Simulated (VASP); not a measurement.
# Pb (Fm-3m) in VASP: a series of runs

Pb is run at these levels: PBE, r2SCAN; tasks: single point, relaxation of cell and atoms.

Program: VASP 6.6.1. These are calculated values, not measurements. Logs are shortened: lines on timing, memory, paths and dates and some standing lists are left out, and cuts for length are marked.

**1. The cell of the first run**

The structure is cubic, space group Fm-3m (No. 225). The conventional cell has a = 4.917 Å, b = 4.917 Å, c = 4.917 Å, α = 90.00°, β = 90.00°, γ = 90.00°. Within 4.6 Å of Pb (site symmetry m-3m) lie 12 Pb at 3.48 Å.

**2. Single point, PBE, non-collinear spin, zero start, spin-orbit coupling**

Input file INCAR:

```
SYSTEM = Pb
  ALGO = Normal
  EDIFF = 1E-7
  ENCUT = 520
  GGA = PE
  GGA_COMPAT = .False.
  ISIF = 2
  ISMEAR = -1
  LASPH = .True.
  LCHARG = .False.
  LORBIT = 11
  LORBMOM = .True.
  LREAL = .False.
  LSORBIT = .True.
  LWAVE = .False.
  MAGMOM = 0 0 0
  NBANDS = 25
  NELM = 150
  PREC = Accurate
  SIGMA = 0.05
```

Input file KPOINTS:

```
k-points
0
Gamma
  9 9 9
  0 0 0
```

Input file POSCAR:

```
Pb
1.0
    0.0000000000      2.4584086270      2.4584086270
    2.4584086270      0.0000000000      2.4584086270
    2.4584086270      2.4584086270      0.0000000000
Pb
1
Direct
    0.0000000000      0.0000000000      0.0000000000
```

Potentials or basis: VASP PAW PBE potentials, release 64 (Pb_d).

Started as:

```console
$ cat potpaw_PBE.64/Pb_d/POTCAR > POTCAR
$ mpirun -np 1 vasp_ncl > vasp.out
```

OUTCAR:

```text
SYSTEM = Pb
   EDIFF = 1E-7
   ENCUT = 520
   GGA = PE
   ISIF = 2
   ISMEAR = -1
   LASPH = .True.
   LORBIT = 11
   LREAL = .False.
   LSORBIT = .True.
   NELM = 150
   PREC = Accurate

 ion  position               nearest neighbor table
   1  0.000  0.000  0.000-

  LATTYP: Found a face centered cubic cell.
 ALAT       =     4.9168172540

  Lattice vectors:

 A1 = (   0.0000000000,   2.4584086270,   2.4584086270)
 A2 = (   2.4584086270,   0.0000000000,   2.4584086270)
 A3 = (   2.4584086270,   2.4584086270,   0.0000000000)

Analysis of symmetry for initial positions (statically):
[... 5 lines left out ...]
 face centered cubic supercell.

 Subroutine GETGRP returns: Found 48 space group operations
 (whereof 48 operations were pure point group operations)
 out of a pool of 48 trial point group operations.

The static configuration has the point symmetry O_h .

Analysis of symmetry for dynamics (positions and initial velocities):
[... 5 lines left out ...]
 face centered cubic supercell.

 Subroutine GETGRP returns: Found 48 space group operations
 (whereof 48 operations were pure point group operations)
 out of a pool of 48 trial point group operations.

The dynamic configuration has the point symmetry O_h .

Analysis of structural, dynamic, and magnetic symmetry:
=====================================================================
 Subroutine PRICEL returns:
 Original cell was already a primitive cell.

 Routine SETGRP: Setting up the symmetry group for a
 face centered cubic supercell.

 Subroutine GETGRP returns: Found 48 space group operations
 (whereof 48 operations were pure point group operations)
 out of a pool of 48 trial point group operations.

The overall configuration has the point symmetry O_h .

 Subroutine INISYM returns: Found 48 space group operations
 (whereof 48 operations are pure point group operations),
 and found     1 'primitive' translations

----------------------------------------------------------------------------------------

                                     Primitive cell

  volume of cell :      29.7161

  direct lattice vectors                    reciprocal lattice vectors
     0.000000000  2.458408627  2.458408627    -0.203383601  0.203383601  0.203383601
     2.458408627  0.000000000  2.458408627     0.203383601 -0.203383601  0.203383601
     2.458408627  2.458408627  0.000000000     0.203383601  0.203383601 -0.203383601

  length of vectors
     3.476714822  3.476714822  3.476714822     0.352270731  0.352270731  0.352270731

  position of ions in fractional coordinates (direct lattice)
     0.000000000  0.000000000  0.000000000

  ion indices of the primitive-cell ions
   primitive index   ion index
                 1           1

----------------------------------------------------------------------------------------

 KPOINTS: k-points

Automatic generation of k-mesh.
 Grid dimensions read from file:
 generate k-points for:    9    9    9

 Generating k-lattice:

  Cartesian coordinates                     Fractional coordinates (reciprocal lattice)
    -0.022598178  0.022598178  0.022598178     0.111111111  0.000000000  0.000000000
     0.022598178 -0.022598178  0.022598178     0.000000000  0.111111111  0.000000000
     0.022598178  0.022598178 -0.022598178     0.000000000  0.000000000  0.111111111

  Length of vectors
     0.039141192  0.039141192  0.039141192

  Shift w.r.t. Gamma in fractional coordinates (k-lattice)
     0.000000000  0.000000000  0.000000000

 Subroutine IBZKPT returns following result:
 ===========================================

 Found     35 irreducible k-points:

 Following reciprocal coordinates:
            Coordinates               Weight
  0.000000  0.000000  0.000000      1.000000
  0.111111  0.000000  0.000000      8.000000
  0.222222  0.000000  0.000000      8.000000
  0.333333  0.000000  0.000000      8.000000
  0.444444  0.000000  0.000000      8.000000
  0.111111  0.111111  0.000000      6.000000
[... 16 lines left out ...]
 -0.333333  0.333333  0.000000     12.000000
  0.444444  0.444444  0.000000      6.000000
 [... further k-points ...]
   k-points           NKPTS =     35   k-points in BZ     NKDIM =     35   number of bands    NBANDS=     25
   number of dos      NEDOS =    301   number of ions     NIONS =      1
   total plane-waves  NPLWV =  21952
   dimension x,y,z NGX =    28 NGY =   28 NGZ =   28
   dimension x,y,z NGXF=    56 NGYF=   56 NGZF=   56
   ions per type =               1
   NGX,Y,Z   is equivalent  to a cutoff of  13.39, 13.39, 13.39 a.u.
   NGXF,Y,Z  is equivalent  to a cutoff of  26.78, 26.78, 26.78 a.u.
 SYSTEM =  Pb
   PREC   = accura    normal or accurate (medium, high low for compatibility)
   ISTART =      0    job   : 0-new  1-cont  2-samecut
   ICHARG =      2    charge: 1-file 2-atom 10-const
   ISPIN  =      1    spin polarized calculation?
   LNONCOLLINEAR =      T non collinear calculations
   LSORBIT =      T    spin-orbit coupling
   LASPH  =      T    aspherical Exc in radial PAW
   ENCUT  =  520.0 eV  38.22 Ry    6.18 a.u.   6.46  6.46  6.46*2*pi/ulx,y,z
   NELM   =    150;   NELMIN=  2; NELMDL= -5     # of ELM steps
   EDIFF  = 0.1E-06   stopping-criterion for ELM
   LREAL  =      F    real-space projection
   EDIFFG = 0.1E-05   stopping-criterion for IOM
   NSW    =      0    number of steps for IOM
   IBRION =     -1    ionic relax: 0-MD 1-quasi-New 2-CG
   NFREE  =      0    steps in history (QN), initial steepest desc. (CG)
   ISIF   =      2    stress and relaxation
   ISYM   =      2    0-nonsym 1-usesym 2-fastsym
   POTIM  = 0.5000    time-step for ionic-motion
   TEBEG  =    0.0;   TEEND  =   0.0 temperature during run
   PSTRESS=    0.0 pullay stress
   NELECT =      14.0000    total number of electrons
   NUPDOWN=      -1.0000    fix difference up-down
   EMIN   =  10.00;   EMAX   =-10.00  energy-range for DOS
   EFERMI =   0.00;   METHOD = LEGACY
   ISMEAR =    -1;   SIGMA  =   0.05  broadening in eV -4-tet -1-fermi 0-gaus
   EFERMI_NEDOS =   21; number of points for ismear=-14 and -15
   IALGO  =     38    algorithm
   IMIX   =      4    mixing-type and parameters
     AMIX     =   0.40;   BMIX     =  1.00
     AMIX_MAG =   1.60;   BMIX_MAG =  1.00
  volume/ion in A,a.u.               =      29.72       200.53
  Fermi-wavevector in a.u.,A,eV,Ry     =   1.273855  2.407238 22.078274  1.622707
  Thomas-Fermi vector in A             =   2.406656
   LORBIT       =     11    0 simple, 1 ext, 2 COOP (PROOUT), +10 PAW based schemes
   GGA     = PE    functional components
   LHFCALC =     F    Hartree Fock is set to
   AEXX    =    0.0000 exact exchange contribution
   IVDW    =     0    specifies the selected vdW correction
   LEPSILON=     F    determine dielectric tensor
   LRPA    =     F    only Hartree local field effects (RPA)
  energy-cutoff  :      520.00
  volume of cell :       29.72
 maximum number of plane-waves:      1642
 NGX is ok and might be reduce to    28
   NGX = 13   NGY = 13   NGZ = 13

 number of electron      14.0000000 magnetization       0.0000000      0.0000000      0.0000000

 number of electron      13.9999999 magnetization      -0.0000000      0.0000000      0.0000000

 number of electron      13.9999999 magnetization       0.0000000     -0.0000000     -0.0000000

 Free energy of the ion-electron system (eV)
  ---------------------------------------------------
  ext. energy  EPLUGINS =         0.00000000
  ---------------------------------------------------
  free energy    TOTEN  =        -4.09597008 eV

  energy without entropy =       -4.09328551  energy(sigma->0) =       -4.09462780

 E-fermi :   7.3389     XC(G=0): -10.2628

 val. band max:        7.2483925512   @ k =   0.3333   0.3333   0.0000
 cond. band min:       7.3895084020   @ k =  -0.2222   0.3333   0.1111
 fundamental gap:      0.1411158507
 Fermi energy:         7.3388719985

 k-point     1 :       0.0000    0.0000    0.0000
  band No.  band energies     occupation
      1     -10.9817      1.00000
      2     -10.9817      1.00000
      3     -10.9817      1.00000
      4     -10.9817      1.00000
      5      -8.5076      1.00000
      6      -8.5076      1.00000
[... 17 lines left out ...]
     24      20.0546      0.00000
     25      20.0547      0.00000
[... 621 lines left out ...]
      3     -10.9035      1.00000
      4     -10.9035      1.00000
      5      -8.4769      1.00000
      6      -8.4769      1.00000
[... 17 lines left out ...]
     24      25.9127      0.00000
     25      26.9159      0.00000

 [... further k-points ...]
[... 5 lines left out ...]
  --------------------------------------------------------------------------------------
  -------------------------------------------------------------------------------------
  Total        0.6236355      0.6236355      0.6236355      0.0000000     -0.0000000      0.0000000
  in kB       33.6239849     33.6239849     33.6239849      0.0000000     -0.0000000      0.0000000
  external PRESSURE =      33.6239849 kB  Pullay stress =       0.0000000 kB

 VOLUME and BASIS-vectors are now :
 -----------------------------------------------------------------------------
  energy-cutoff  :      520.00
  volume of cell :       29.72
      direct lattice vectors                 reciprocal lattice vectors
     0.000000000  2.458408627  2.458408627    -0.203383601  0.203383601  0.203383601
     2.458408627  0.000000000  2.458408627     0.203383601 -0.203383601  0.203383601
     2.458408627  2.458408627  0.000000000     0.203383601  0.203383601 -0.203383601

 POSITION                                       TOTAL-FORCE (eV/Angst)
 -----------------------------------------------------------------------------------
      0.00000      0.00000      0.00000         0.000000      0.000000      0.000000
 -----------------------------------------------------------------------------------
    total drift:                               -0.000000     -0.000000     -0.000000

  FREE ENERGIE OF THE ION-ELECTRON SYSTEM (eV)
  ---------------------------------------------------
  free  energy   TOTEN  =        -4.0959700850 eV

  energy  without entropy=       -4.0932855135  energy(sigma->0) =       -4.09462780

 orbital moment (x)

 # of ion     p       d       tot
 ----------------------------------------
  1         0.000  -0.000  -0.000
 ----------------------------------------
            0.000  -0.000  -0.000

 orbital moment (y)

 # of ion     p       d       tot
 ----------------------------------------
  1         0.000   0.000   0.000
 ----------------------------------------
            0.000   0.000   0.000

 orbital moment (z)

 # of ion     p       d       tot
 ----------------------------------------
  1         0.000   0.000   0.000
 ----------------------------------------
            0.000   0.000   0.000

 Spin-Orbit-Coupling matrix elements

 Ion:    1  E_soc:     -1.1286688
 l=   1
     0.0000000    -0.1205511    -0.1205511
    -0.1205511     0.0000000    -0.1205511
    -0.1205511    -0.1205511     0.0000000
 l=   2
     0.0000000    -0.0136059     0.0000000    -0.0136059    -0.0539544
    -0.0136059     0.0000000    -0.0404658    -0.0136059    -0.0134886
     0.0000000    -0.0404658     0.0000000    -0.0404658     0.0000000
    -0.0136059    -0.0136059    -0.0404658     0.0000000    -0.0134886
    -0.0539544    -0.0134886     0.0000000    -0.0134886     0.0000000
 l=   3
     0.0000000     0.0000000     0.0000000     0.0000000     0.0000000     0.0000000     0.0000000
     0.0000000     0.0000000     0.0000000     0.0000000     0.0000000     0.0000000     0.0000000
     0.0000000     0.0000000     0.0000000     0.0000000     0.0000000     0.0000000     0.0000000
     0.0000000     0.0000000     0.0000000     0.0000000     0.0000000     0.0000000     0.0000000
     0.0000000     0.0000000     0.0000000     0.0000000     0.0000000     0.0000000     0.0000000
     0.0000000     0.0000000     0.0000000     0.0000000     0.0000000     0.0000000     0.0000000
     0.0000000     0.0000000     0.0000000     0.0000000     0.0000000     0.0000000     0.0000000

 total charge

# of ion       s       p       d       tot
------------------------------------------
    1        1.398   0.770   9.812  11.979

 magnetization (x)

# of ion       s       p       d       tot
------------------------------------------
    1       -0.000  -0.000   0.000  -0.000

 magnetization (y)

# of ion       s       p       d       tot
------------------------------------------
    1        0.000  -0.000  -0.000   0.000

 magnetization (z)

# of ion       s       p       d       tot
------------------------------------------
    1       -0.000   0.000  -0.000  -0.000
```

Wall time 68 s (1 thread of Intel Xeon Platinum 8559C (Emerald Rapids), shared host); peak memory 0.26 GiB.

Results:

```yaml
Free_energy: -4.0960 eV
Pressure: 3.4 GPa
Net_moment: 0.00 μB per cell
Valence_electrons_inside_the_program's_atomic_spheres: Pb 11.98
```

Moments on the atoms (μB; x, y, z):
```
Pb  0.00 0.00 0.00
```

**3. Relaxation of cell and atoms, r2SCAN**

This run uses another cell than the first one, of 30.32 Å³/atom, 1.020 times its volume.

Input file POSCAR:

```
Pb
1.0
    0.0000000000      2.4750200000      2.4750200000
    2.4750200000      0.0000000000      2.4750200000
    2.4750200000      2.4750200000      0.0000000000
Pb
1
Direct
    0.0000000000      0.0000000000      0.0000000000
```

Input file INCAR.step1:

```
SYSTEM = Pb
PREC = Accurate ; ENCUT = 600
ISMEAR = -1 ; SIGMA = 0.05
LREAL = .False. ; LASPH = .True.
NELM = 80 ; GGA = PE
ALGO = Normal ; EDIFF = 1E-4
LWAVE = .True. ; LCHARG = .False.
```

Input file INCAR.step2:

```
SYSTEM = Pb
PREC = Accurate ; ENCUT = 600
EDIFF = 1E-7 ; ISMEAR = -1
SIGMA = 0.05 ; LREAL = .False.
LASPH = .True. ; NELM = 80
ALGO = Normal ; ISIF = 3
LWAVE = .False. ; LCHARG = .False.
METAGGA = R2SCAN ; LMIXTAU = .True.
IBRION = 2 ; NSW = 60
EDIFFG = -0.01 ; ISTART = 1
```

Input file KPOINTS:

```
Automatic mesh
0
Gamma
  9 9 9
  0 0 0
```

Potentials or basis: VASP PAW PBE potentials, release 64 (Pb_d).

Started as:

```console
$ cat potpaw_PBE.64/Pb_d/POTCAR > POTCAR
$ cp INCAR.step1 INCAR
$ mpirun -np 1 vasp_std > vasp.out
$ cp INCAR.step2 INCAR
$ mpirun -np 1 vasp_std > vasp.out
```

OUTCAR:

```text
SYSTEM = Pb
   PREC = Accurate
   ENCUT = 600
   EDIFF = 1E-7
   ISMEAR = -1
   LREAL = .False.
   LASPH = .True.
   NELM = 80
   ISIF = 3
   METAGGA = R2SCAN
   IBRION = 2
   NSW = 60
   EDIFFG = -0.01
   ISTART = 1

 ion  position               nearest neighbor table
   1  0.000  0.000  0.000-

  LATTYP: Found a face centered cubic cell.
 ALAT       =     4.9500400000

  Lattice vectors:

 A1 = (   0.0000000000,   2.4750200000,   2.4750200000)
 A2 = (   2.4750200000,   0.0000000000,   2.4750200000)
 A3 = (   2.4750200000,   2.4750200000,   0.0000000000)

Analysis of symmetry for initial positions (statically):
[... 5 lines left out ...]
 face centered cubic supercell.

 Subroutine GETGRP returns: Found 48 space group operations
[... 241 lines left out ...]
  energy without entropy =      -56.29420151  energy(sigma->0) =      -56.29585172

 E-fermi :   6.8025     XC(G=0): -10.7979

 val. band max:        6.5771759440   @ k =  -0.3333   0.3333   0.1111
 cond. band min:       6.8117008614   @ k =  -0.2222   0.3333   0.1111
 fundamental gap:      0.2345249174
 Fermi energy:         6.8024929515

 k-point     1 :       0.0000    0.0000    0.0000
  band No.  band energies     occupation
      1     -10.7542      2.00000
      2     -10.7542      2.00000
      3     -10.7542      2.00000
      4     -10.6165      2.00000
      5     -10.6165      2.00000
      6      -5.1757      2.00000
      7      14.4907      0.00000
      8      14.4907      0.00000
      9      14.4907      0.00000
     10      17.3596      0.00000
     11      18.9284      0.00000
[... 309 lines left out ...]
 k-point    24 :       0.4444    0.4444    0.0000
  band No.  band energies     occupation
      1     -10.9116      2.00000
      2     -10.8171      2.00000
      3     -10.4971      2.00000
      4     -10.4568      2.00000
      5     -10.4568      2.00000
      6      -0.4971      2.00000
      7       4.1530      2.00000
      8       9.1531      0.00000
      9       9.1531      0.00000
     10      12.8974      0.00000
     11      13.9529      0.00000

 [... further k-points ...]
[... 5 lines left out ...]
  --------------------------------------------------------------------------------------
  -------------------------------------------------------------------------------------
  Total        0.0019121      0.0019121      0.0019121     -0.0000000      0.0000000     -0.0000000
  in kB        0.0986274      0.0986274      0.0986274     -0.0000000      0.0000000     -0.0000000
  external PRESSURE =       0.0986274 kB  Pullay stress =       0.0000000 kB
[... 16 lines left out ...]
  FREE ENERGIE OF THE ION-ELECTRON SYSTEM (eV)
  ---------------------------------------------------
  free  energy   TOTEN  =       -56.2975019328 eV

  energy  without entropy=      -56.2942015115  energy(sigma->0) =      -56.29585172

 reached required accuracy - stopping structural energy minimisation
```

OUTCAR.step1:

```text
SYSTEM = Pb
   PREC = Accurate
   ENCUT = 600
   ISMEAR = -1
   LREAL = .False.
   LASPH = .True.
[... 552 lines left out ...]
 -----------------------------------------------------------------------------------
      0.00000      0.00000      0.00000        -0.000000     -0.000000     -0.000000
 -----------------------------------------------------------------------------------
    total drift:                               -0.000000     -0.000000     -0.000000

  FREE ENERGIE OF THE ION-ELECTRON SYSTEM (eV)
  ---------------------------------------------------
  free  energy   TOTEN  =        -3.5703531919 eV

  energy  without entropy=       -3.5672429310  energy(sigma->0) =       -3.56879806
```

Wall time 2 min (1 thread of Intel Xeon Platinum 8559C (Emerald Rapids), shared host); peak memory 0.18 GiB.

Results:

| Property | Result |
| --- | --- |
| Free energy | -56.2975 eV |
| Relaxed volume | 31.06 Å³/atom |
| Relaxed cell | a = 3.528 Å, b = 3.528 Å, c = 3.528 Å, α = 60.00°, β = 60.00°, γ = 60.00° |
| Space group after relaxing (to 0.05 Å) | Fm-3m (No. 225) |
| Energy gained by relaxing | 2.6 meV/atom |
| Ionic steps | 3 |
| Pressure after relaxing | 0.0 GPa |
| Band gap on the k mesh | zero (band 7 reaches 14.49 eV, above the bottom of band 8 at 5.36 eV) |

Step by step:
```tsv
step	energy change (eV)	largest force (eV/Å)	pressure (GPa)	volume (Å³)
1	0.0000	0.0000	1.18	30.32
2	-0.0024	0.0000	-0.36	31.31
3	-0.0026	0.0000	0.01	31.06
```

Final structure:
```
Pb
1.0
     0.00000    2.49498    2.49498
     2.49498    0.00000    2.49498
     2.49498    2.49498    0.00000
Pb
1
Direct
  0.00000 0.00000 0.00000
```

Caveat: the PAW data sets were made with another functional, which shifts forces and pressure a little; spin-orbit coupling is left out, which moves the levels of the heavy elements.

**4. Single point, PBE, non-collinear spin, zero start, spin-orbit coupling**

This run uses another cell than the first one, of 30.32 Å³/atom, 1.020 times its volume.

Input file INCAR:

```
SYSTEM = Pb
ALGO = Normal ; EDIFF = 1E-7
ENCUT = 520 ; GGA = PE
GGA_COMPAT = .FALSE. ; ISIF = 2
ISMEAR = -1 ; LASPH = .TRUE.
LCHARG = .FALSE. ; LNONCOLLINEAR = .TRUE.
LORBIT = 11 ; LORBMOM = .TRUE.
LREAL = .FALSE. ; LSORBIT = .TRUE.
LWAVE = .FALSE. ; MAGMOM = 0 0 0
NBANDS = 25 ; NELM = 150
PREC = Accurate ; SIGMA = 0.05
```

Input file KPOINTS:

```
k-points
0
G
  9 9 9
  0 0 0
```

POSCAR is that of step 3.

Started as:

```console
$ cat potpaw_PBE.64/Pb_d/POTCAR > POTCAR
$ mpirun -np 1 vasp_ncl > vasp.out
```

It took 53 s on 1 thread of Intel Xeon Platinum 8559C (Emerald Rapids), shared host; peak memory 0.26 GiB.

The run converged. Its results:

```
Free energy                                           : -4.1070 eV
Pressure                                              : 2.3 GPa
Net moment                                            : 0.00 μB per cell
Valence electrons inside the program's atomic spheres : Pb 11.97
```

Moments on the atoms (μB; x, y, z):
```
Pb  0.00 0.00 0.00
```

(Part 1 of 2 ends here.)
